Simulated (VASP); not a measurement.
# MgF2 in VASP: further runs

MgF2 is run at these levels: r2SCAN; tasks: single point.

Program: VASP 6.6.1. These are calculated values, not measurements. Logs are shortened: lines on timing, memory, paths and dates and some standing lists are left out, and cuts for length are marked.

## Step 1: The cell of the first run

It takes space group Pnnm (No. 58, orthorhombic). The conventional cell has a = 4.582 Å, b = 4.622 Å, c = 3.046 Å, α = 90.00°, β = 90.00°, γ = 90.00°. Within 2.6 Å of Mg (site symmetry 2/m) lie 6 F at 1.97 to 1.99 Å. F (site symmetry m) has 3 Mg at 1.97 to 1.99 Å and 1 F at 2.57 Å within 2.6 Å.

## Step 2: Single point, r2SCAN (uniaxial y strain -0.9%)

Input file POSCAR:

```
MgF2
1.0
    4.6218997681      0.0000000000      0.0000000000
    0.0000000000      4.5818804161      0.0000000000
    0.0000000000      0.0000000000      3.0461460127
Mg F
2 4
Direct
    0.5000000000      0.5000000000      0.5000000000
    0.0000000000      0.0000000000      0.0000000000
    0.8044592280      0.1986597024      0.5000000000
    0.1955407720      0.8013402976      0.5000000000
    0.3044592280      0.3013402976      0.0000000000
    0.6955407720      0.6986597024      0.0000000000
```

Input file INCAR.step1:

```
SYSTEM = MgF2
PREC = Accurate
ENCUT = 660
ISMEAR = 0
SIGMA = 0.01
LREAL = .False.
LASPH = .True.
NELM = 120
NBANDS = 25
GGA = PE
ALGO = Normal
EDIFF = 1E-5
LWAVE = .True.
LCHARG = .False.
GGA_COMPAT = .False.
```

Input file INCAR.step2:

```
SYSTEM = MgF2
PREC = Accurate
ENCUT = 660
EDIFF = 1E-6
ISMEAR = 0
SIGMA = 0.01
LREAL = .False.
LASPH = .True.
NELM = 120
ALGO = Normal
ISIF = 2
LWAVE = .False.
LCHARG = .True.
METAGGA = R2SCAN
LMIXTAU = .True.
LELF = .True.
LVHAR = .True.
NBANDS = 25
ISTART = 1
GGA_COMPAT = .False.
```

Input file KPOINTS:

```
regular mesh
0
Gamma
  6 6 8
  0 0 0
```

Potentials or basis: VASP PAW PBE potentials, release 64 (Mg, F).

The run is started by

```
$ cat potpaw_PBE.64/Mg/POTCAR potpaw_PBE.64/F/POTCAR > POTCAR
$ cp INCAR.step1 INCAR
$ mpirun -np 1 vasp_std > vasp.out
$ cp INCAR.step2 INCAR
$ mpirun -np 1 vasp_std > vasp.out
```

OUTCAR:

```text
SYSTEM = MgF2
   PREC = Accurate
   ENCUT = 660
   EDIFF = 1E-6
   ISMEAR = 0
   LREAL = .False.
   LASPH = .True.
   NELM = 120
   ISIF = 2
   METAGGA = R2SCAN
   ISTART = 1

 ion  position               nearest neighbor table
   1  0.500  0.500  0.500-   3 1.97   4 1.97   5 1.99   6 1.99   5 1.99   6 1.99   2 3.59   2 3.59
                             2 3.59   2 3.59   2 3.59   2 3.59   2 3.59   2 3.59
   2  0.000  0.000  0.000-   5 1.97   6 1.97   3 1.99   4 1.99   3 1.99   4 1.99   1 3.59   1 3.59
                             1 3.59   1 3.59   1 3.59   1 3.59   1 3.59   1 3.59
   3  0.804  0.199  0.500-   1 1.97   2 1.99   2 1.99
   4  0.196  0.801  0.500-   1 1.97   2 1.99   2 1.99
   5  0.304  0.301  0.000-   2 1.97   1 1.99   1 1.99
   6  0.696  0.699  0.000-   2 1.97   1 1.99   1 1.99

  LATTYP: Found a simple orthorhombic cell.
 ALAT       =     3.0461460127
 B/A-ratio  =     1.5041565299
 C/A-ratio  =     1.5172942298

  Lattice vectors:

 A1 = (   0.0000000000,   0.0000000000,  -3.0461460127)
 A2 = (   0.0000000000,   4.5818804161,   0.0000000000)
 A3 = (   4.6218997681,   0.0000000000,   0.0000000000)

Analysis of symmetry for initial positions (statically):
=====================================================================
 Subroutine PRICEL returns:
 Original cell was already a primitive cell.

 Routine SETGRP: Setting up the symmetry group for a
 simple orthorhombic supercell.

 Subroutine GETGRP returns: Found  8 space group operations
 (whereof  4 operations were pure point group operations)
 out of a pool of  8 trial point group operations.

The static configuration has the point symmetry C_2h.
 The point group associated with its full space group is D_2h.

Analysis of symmetry for dynamics (positions and initial velocities):
=====================================================================
 Subroutine PRICEL returns:
 Original cell was already a primitive cell.

 Routine SETGRP: Setting up the symmetry group for a
 simple orthorhombic supercell.

 Subroutine GETGRP returns: Found  8 space group operations
 (whereof  4 operations were pure point group operations)
 out of a pool of  8 trial point group operations.

The dynamic configuration has the point symmetry C_2h.
 The point group associated with its full space group is D_2h.

 Subroutine INISYM returns: Found  8 space group operations
 (whereof  4 operations are pure point group operations),
 and found     1 'primitive' translations

----------------------------------------------------------------------------------------

                                     Primitive cell

  volume of cell :      64.5082

  direct lattice vectors                    reciprocal lattice vectors
     4.621899768  0.000000000  0.000000000     0.216361248  0.000000000  0.000000000
     0.000000000  4.581880416  0.000000000     0.000000000  0.218251004  0.000000000
     0.000000000  0.000000000  3.046146013     0.000000000  0.000000000  0.328283672

  length of vectors
     4.621899768  4.581880416  3.046146013     0.216361248  0.218251004  0.328283672

  position of ions in fractional coordinates (direct lattice)
     0.500000000  0.500000000  0.500000000
     0.000000000  0.000000000  0.000000000
     0.804459228  0.198659702  0.500000000
     0.195540772  0.801340298  0.500000000
     0.304459228  0.301340298  0.000000000
     0.695540772  0.698659702  0.000000000

  ion indices of the primitive-cell ions
   primitive index   ion index
                 1           1
                 2           2
                 3           3
                 4           4
                 5           5
                 6           6

----------------------------------------------------------------------------------------

 KPOINTS: regular mesh

Automatic generation of k-mesh.
 Grid dimensions read from file:
 generate k-points for:    6    6    8

 Generating k-lattice:

  Cartesian coordinates                     Fractional coordinates (reciprocal lattice)
     0.036060208  0.000000000  0.000000000     0.166666667  0.000000000  0.000000000
     0.000000000  0.036375167  0.000000000     0.000000000  0.166666667  0.000000000
     0.000000000  0.000000000  0.041035459     0.000000000  0.000000000  0.125000000

  Length of vectors
     0.036060208  0.036375167  0.041035459

  Shift w.r.t. Gamma in fractional coordinates (k-lattice)
     0.000000000  0.000000000  0.000000000

 Subroutine IBZKPT returns following result:
 ===========================================

 Found     80 irreducible k-points:

 Following reciprocal coordinates:
            Coordinates               Weight
  0.000000  0.000000  0.000000      1.000000
  0.166667  0.000000  0.000000      2.000000
  0.333333  0.000000  0.000000      2.000000
  0.500000  0.000000  0.000000      1.000000
  0.000000  0.166667  0.000000      2.000000
  0.166667  0.166667  0.000000      4.000000
[... 16 lines left out ...]
  0.333333  0.166667  0.125000      8.000000
  0.500000  0.166667  0.125000      4.000000
 [... further k-points ...]
   k-points           NKPTS =     80   k-points in BZ     NKDIM =     80   number of bands    NBANDS=     25
   number of dos      NEDOS =    301   number of ions     NIONS =      6
   total plane-waves  NPLWV =  44800
   dimension x,y,z NGX =    40 NGY =   40 NGZ =   28
   dimension x,y,z NGXF=    80 NGYF=   80 NGZF=   56
   ions per type =               2   4
   NGX,Y,Z   is equivalent  to a cutoff of  14.39, 14.51, 15.28 a.u.
   NGXF,Y,Z  is equivalent  to a cutoff of  28.78, 29.03, 30.56 a.u.
 SYSTEM =  MgF2
   PREC   = accura    normal or accurate (medium, high low for compatibility)
   ISTART =      1    job   : 0-new  1-cont  2-samecut
   ICHARG =      0    charge: 1-file 2-atom 10-const
   ISPIN  =      1    spin polarized calculation?
   LNONCOLLINEAR =      F non collinear calculations
   LSORBIT =      F    spin-orbit coupling
   LASPH  =      T    aspherical Exc in radial PAW
   ENCUT  =  660.0 eV  48.51 Ry    6.96 a.u.   9.68  9.60  6.38*2*pi/ulx,y,z
   NELM   =    120;   NELMIN=  2; NELMDL=  0     # of ELM steps
   EDIFF  = 0.1E-05   stopping-criterion for ELM
   LREAL  =      F    real-space projection
   EDIFFG = 0.1E-04   stopping-criterion for IOM
   NSW    =      0    number of steps for IOM
   IBRION =     -1    ionic relax: 0-MD 1-quasi-New 2-CG
   NFREE  =      0    steps in history (QN), initial steepest desc. (CG)
   ISIF   =      2    stress and relaxation
   ISYM   =      2    0-nonsym 1-usesym 2-fastsym
   POTIM  = 0.5000    time-step for ionic-motion
   TEBEG  =    0.0;   TEEND  =   0.0 temperature during run
   PSTRESS=    0.0 pullay stress
   NELECT =      32.0000    total number of electrons
   NUPDOWN=      -1.0000    fix difference up-down
   EMIN   =  10.00;   EMAX   =-10.00  energy-range for DOS
   EFERMI =   0.00;   METHOD = LEGACY
   ISMEAR =     0;   SIGMA  =   0.01  broadening in eV -4-tet -1-fermi 0-gaus
   EFERMI_NEDOS =   21; number of points for ismear=-14 and -15
   IALGO  =     38    algorithm
   IMIX   =      4    mixing-type and parameters
     AMIX     =   0.40;   BMIX     =  1.00
     AMIX_MAG =   1.60;   BMIX_MAG =  1.00
  volume/ion in A,a.u.               =      10.75        72.55
  Fermi-wavevector in a.u.,A,eV,Ry     =   1.295945  2.448981 22.850615  1.679473
  Thomas-Fermi vector in A             =   2.427432
   LORBIT       =      0    0 simple, 1 ext, 2 COOP (PROOUT), +10 PAW based schemes
   METAGGA = R2SCAN    functional components
   LHFCALC =     F    Hartree Fock is set to
   AEXX    =    0.0000 exact exchange contribution
   IVDW    =     0    specifies the selected vdW correction
   LEPSILON=     F    determine dielectric tensor
   LRPA    =     F    only Hartree local field effects (RPA)
 non-spin polarized calculation
 Gauss-broadening in eV      SIGMA  =   0.01
  energy-cutoff  :      660.00
  volume of cell :       64.51
 maximum number of plane-waves:      2519
 NGX is ok and might be reduce to    40
   NGX = 19   NGY = 19   NGZ = 13

 number of electron      32.0000008 magnetization

 Free energy of the ion-electron system (eV)
  ---------------------------------------------------
  ext. energy  EPLUGINS =         0.00000000
  ---------------------------------------------------
  free energy    TOTEN  =       -43.85918744 eV

  energy without entropy =      -43.85918744  energy(sigma->0) =      -43.85918744

 E-fermi :  -1.7460     XC(G=0): -10.3033

 val. band max:       -1.7944539959   @ k =   0.0000   0.0000   0.0000
 cond. band min:       6.2956166849   @ k =   0.0000   0.0000   0.0000
 fundamental gap:      8.0900706808
 Fermi energy:        -1.7460118208

 k-point     1 :       0.0000    0.0000    0.0000
  band No.  band energies     occupation
      1     -23.6968      2.00000
      2     -22.9018      2.00000
      3     -22.8880      2.00000
      4     -22.8046      2.00000
      5      -5.8713      2.00000
      6      -4.3450      2.00000
[... 17 lines left out ...]
     24      18.1725      0.00000
     25      18.2164      0.00000

 k-point     2 :       0.1667    0.0000    0.0000
  band No.  band energies     occupation
      1     -23.6526      2.00000
      2     -22.9877      2.00000
      3     -22.8761      2.00000
      4     -22.7806      2.00000
      5      -5.7678      2.00000
      6      -4.2987      2.00000
[... 17 lines left out ...]
     24      17.8862      0.00000
     25      18.2808      0.00000

 k-point     3 :       0.3333    0.0000    0.0000
  band No.  band energies     occupation
      1     -23.5288      2.00000
      2     -23.1562      2.00000
      3     -22.8448      2.00000
      4     -22.7786      2.00000
      5      -5.4948      2.00000
      6      -4.6969      2.00000
[... 552 lines left out ...]
 k-point    23 :       0.3333    0.1667    0.1250
  band No.  band energies     occupation
      1     -23.4494      2.00000
      2     -23.1243      2.00000
      3     -22.8752      2.00000
      4     -22.7961      2.00000
      5      -5.3546      2.00000
      6      -4.7129      2.00000
[... 17 lines left out ...]
     24      17.4716      0.00000
     25      17.6203      0.00000

 k-point    24 :       0.5000    0.1667    0.1250
  band No.  band energies     occupation
      1     -23.2917      2.00000
      2     -23.2917      2.00000
      3     -22.8330      2.00000
      4     -22.8330      2.00000
      5      -5.0444      2.00000
      6      -5.0444      2.00000
[... 17 lines left out ...]
     24      16.8601      0.00000
     25      17.7735      0.00000

 [... further k-points ...]

------------------------ aborting loop because EDIFF is reached ----------------------------------------

  FORCE on cell =-STRESS in cart. coord.  units (eV):
  Direction    XX          YY          ZZ          XY          YZ          ZX
  --------------------------------------------------------------------------------------
  -------------------------------------------------------------------------------------
  Total       -0.2269425     -0.0627714     -0.3968778     -0.0000000      0.0000000      0.0000000
  in kB       -5.6365254     -1.5590406     -9.8571743     -0.0000000      0.0000000      0.0000000
  external PRESSURE =      -5.6842467 kB  Pullay stress =       0.0000000 kB

 VOLUME and BASIS-vectors are now :
 -----------------------------------------------------------------------------
  energy-cutoff  :      660.00
  volume of cell :       64.51
      direct lattice vectors                 reciprocal lattice vectors
     4.621899768  0.000000000  0.000000000     0.216361248  0.000000000  0.000000000
     0.000000000  4.581880416  0.000000000     0.000000000  0.218251004  0.000000000
     0.000000000  0.000000000  3.046146013     0.000000000  0.000000000  0.328283672

 POSITION                                       TOTAL-FORCE (eV/Angst)
 -----------------------------------------------------------------------------------
      2.31095      2.29094      1.52307         0.000000      0.000000      0.000000
      0.00000      0.00000      0.00000         0.000000      0.000000      0.000000
      3.71813      0.91023      1.52307         0.003620     -0.004758      0.000000
      0.90377      3.67165      1.52307        -0.003620      0.004758      0.000000
      1.40718      1.38071      0.00000         0.003620      0.004758      0.000000
      3.21472      3.20118      0.00000        -0.003620     -0.004758     -0.000000
 -----------------------------------------------------------------------------------
    total drift:                                0.000000      0.000000      0.000000

  FREE ENERGIE OF THE ION-ELECTRON SYSTEM (eV)
  ---------------------------------------------------
  free  energy   TOTEN  =       -43.8591874352 eV

  energy  without entropy=      -43.8591874352  energy(sigma->0) =      -43.85918744
```

It took 3.8 min on 1 thread of Intel Xeon 6975P-C (Granite Rapids), shared host; peak memory 0.3 GiB.

What came out:

```
Free energy            : -43.8592 eV
Pressure               : -0.6 GPa
Largest force          : 0.006 eV/Å
Band gap on the k mesh : 8.09 eV
```

Forces on the atoms (eV/Å):
```
Mg   0.000  0.000  0.000
Mg   0.000  0.000  0.000
F    0.004 -0.005  0.000
F   -0.004  0.005  0.000
F    0.004  0.005  0.000
F   -0.004 -0.005  0.000
```

Levels at points of the mesh, in eV from the valence-band top:
| k point | band 13 | band 14 | band 15 | band 16 | band 17 | band 18 | band 19 | band 20 |
| --- | --- | --- | --- | --- | --- | --- | --- | --- |
| (0.00, 0.00, 0.00) | -0.73 | -0.33 | -0.30 | 0.00 | 8.09 | 13.31 | 13.33 | 14.82 |
| (0.50, 0.00, 0.00) | -0.99 | -0.99 | -0.38 | -0.38 | 10.53 | 10.53 | 14.62 | 14.62 |
| (0.00, 0.50, 0.00) | -1.00 | -1.00 | -0.39 | -0.39 | 10.55 | 10.55 | 14.59 | 14.59 |
| (0.50, 0.50, 0.00) | -0.95 | -0.95 | -0.79 | -0.79 | 12.29 | 12.29 | 12.43 | 12.43 |
| (0.00, 0.00, 0.50) | -1.18 | -1.18 | -0.87 | -0.87 | 12.94 | 12.94 | 16.12 | 16.12 |
| (0.50, 0.00, 0.50) | -0.74 | -0.74 | -0.70 | -0.70 | 13.85 | 13.85 | 14.62 | 14.62 |
| (0.00, 0.50, 0.50) | -0.74 | -0.74 | -0.66 | -0.66 | 13.85 | 13.85 | 14.69 | 14.69 |
| (0.50, 0.50, 0.50) | -0.63 | -0.63 | -0.48 | -0.48 | 14.32 | 14.32 | 14.66 | 14.66 |

Caveat: the cell differs from its parent crystal (uniaxial y strain -0.9%); the PAW data sets were made with another functional, which shifts forces and pressure a little. A k mesh can miss the band edges.

## Step 3: Single point, r2SCAN

This run uses another cell than the first one, of 10.85 Å³/atom.

Input file POSCAR:

```
MgF2
1.0
    4.6218997681      0.0000000000      0.0000000000
    0.0000000000      4.6220926219      0.0000000000
    0.0000000000      0.0000000000      3.0461460127
Mg F
2 4
Direct
    0.5000000000      0.5000000000      0.5000000000
    0.0000000000      0.0000000000      0.0000000000
    0.8029114192      0.1970073625      0.5000000000
    0.1970885808      0.8029926375      0.5000000000
    0.3029114192      0.3029926375      0.0000000000
    0.6970885808      0.6970073625      0.0000000000
```

Input file INCAR.step1:

```
SYSTEM = MgF2
PREC     = Accurate       ! precision mode
ENCUT    = 660            ! plane-wave cutoff, eV
ISMEAR   = 0              ! smearing method
SIGMA    = 0.01           ! smearing width, eV
LREAL    = .False.        ! projectors in reciprocal space
LASPH    = .True.         ! aspherical terms in the spheres
NELM     = 120            ! most SCF steps
NBANDS   = 25             ! bands
GGA      = PE             ! functional
ALGO     = Normal         ! electronic algorithm
EDIFF    = 1E-5           ! SCF threshold, eV
LWAVE    = .True.         ! write WAVECAR
LCHARG   = .False.        ! write CHGCAR
GGA_COMPAT= .False.
```

Input file INCAR.step2:

```
SYSTEM = MgF2
PREC     = Accurate       ! precision mode
ENCUT    = 660            ! plane-wave cutoff, eV
EDIFF    = 1E-6           ! SCF threshold, eV
ISMEAR   = 0              ! smearing method
SIGMA    = 0.01           ! smearing width, eV
LREAL    = .False.        ! projectors in reciprocal space
LASPH    = .True.         ! aspherical terms in the spheres
NELM     = 120            ! most SCF steps
ALGO     = Normal         ! electronic algorithm
ISIF     = 2              ! what is computed and relaxed
LWAVE    = .False.        ! write WAVECAR
LCHARG   = .False.        ! write CHGCAR
METAGGA  = R2SCAN         ! meta-GGA
LMIXTAU  = .True.       
NBANDS   = 25             ! bands
ISTART   = 1            
GGA_COMPAT= .False.
```

KPOINTS is that of step 2.

Potentials or basis: VASP PAW PBE potentials, release 64 (Mg, F).

The run is started by

```
$ cat potpaw_PBE.64/Mg/POTCAR potpaw_PBE.64/F/POTCAR > POTCAR
$ cp INCAR.step1 INCAR
$ mpirun -np 1 vasp_std > vasp.out
$ cp INCAR.step2 INCAR
$ mpirun -np 1 vasp_std > vasp.out
```

Run time: 3.9 min. Hardware: 1 thread of Intel Xeon 6975P-C (Granite Rapids), shared host; peak memory 0.31 GiB.

Results (log left out):

```yaml
Free_energy: -43.8586 eV
Pressure: -1.5 GPa
Largest_force: 0.007 eV/Å
Band_gap_on_the_k_mesh: 8.03 eV
```

Forces on the atoms (eV/Å):
```
Mg   0.000  0.000  0.000
Mg   0.000  0.000  0.000
F    0.005 -0.005  0.000
F   -0.005  0.005  0.000
F    0.005  0.005  0.000
F   -0.005 -0.005  0.000
```

Stress tensor (GPa, compression positive):
```
-1.41  0.00  0.00
 0.00 -1.41  0.00
 0.00  0.00 -1.55
```

Levels at points of the mesh, in eV from the valence-band top:
| k point | band 12 | band 13 | band 14 | band 15 | band 16 | band 17 | band 18 | band 19 | band 20 | band 21 |
| --- | --- | --- | --- | --- | --- | --- | --- | --- | --- | --- |
| (0.00, 0.00, 0.00) | -1.23 | -0.72 | -0.32 | -0.32 | 0.00 | 8.03 | 13.27 | 13.27 | 14.81 | 15.44 |
| (0.50, 0.00, 0.00) | -1.38 | -0.98 | -0.98 | -0.38 | -0.38 | 10.47 | 10.47 | 14.55 | 14.55 | 16.68 |
| (0.00, 0.50, 0.00) | -1.38 | -0.98 | -0.98 | -0.38 | -0.38 | 10.47 | 10.47 | 14.56 | 14.56 | 16.68 |
| (0.50, 0.50, 0.00) | -1.28 | -0.95 | -0.95 | -0.79 | -0.79 | 12.23 | 12.23 | 12.33 | 12.33 | 18.63 |
| (0.00, 0.00, 0.50) | -1.43 | -1.16 | -1.16 | -0.86 | -0.86 | 12.88 | 12.88 | 16.07 | 16.07 | 16.45 |
| (0.50, 0.00, 0.50) | -1.36 | -0.74 | -0.74 | -0.68 | -0.68 | 13.79 | 13.79 | 14.59 | 14.59 | 16.99 |
| (0.00, 0.50, 0.50) | -1.36 | -0.74 | -0.74 | -0.68 | -0.68 | 13.79 | 13.79 | 14.59 | 14.59 | 16.99 |
| (0.50, 0.50, 0.50) | -1.40 | -0.62 | -0.62 | -0.48 | -0.48 | 14.28 | 14.28 | 14.55 | 14.55 | 15.70 |

Caveat: the PAW data sets were made with another functional, which shifts forces and pressure a little. A k mesh can miss the band edges.
